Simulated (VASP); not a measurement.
A run of VASP 6.6.1:

The input INCAR:

```
ALGO = Normal
EDIFF = 1E-6
EDIFFG = -0.001
ENCUT = 600
GGA = PS
IBRION = 2
ISIF = 3
ISMEAR = -1
LASPH = True
LCHARG = False
LREAL = False
LWAVE = False
NELM = 80
NSW = 80
PREC = Accurate
PSTRESS = 400.0
SIGMA = 0.15
```

KPOINTS

```
k-points
0
Gamma
  16 16 16
```

POSCAR

```
HfN
1.0
    0.0000000000      2.2511619679      2.2511619679
    2.2511619679      0.0000000000      2.2511619679
    2.2511619679      2.2511619679      0.0000000000
Hf N
1 1
Direct
    0.0000000000      0.0000000000      0.0000000000
    0.5000000000      0.5000000000      0.5000000000
```

Potentials or basis: VASP PAW PBE potentials, release 64 (Hf_pv, N).

The run is started by

```bash
$ cat potpaw_PBE.64/Hf_pv/POTCAR potpaw_PBE.64/N/POTCAR > POTCAR
$ mpirun -np 1 vasp_std > vasp.out
```

Hardware: 1 thread of Intel(R) Xeon(R) 6975P-C (Granite Rapids), on a shared host.

Question: How long does it take, and how much memory?

Answer: It took 2.9 min on 1 thread of Intel(R) Xeon(R) 6975P-C (Granite Rapids) (shared host), peak memory 0.22 GiB. Counts: scf iterations 77, k points 145, ion steps 16.
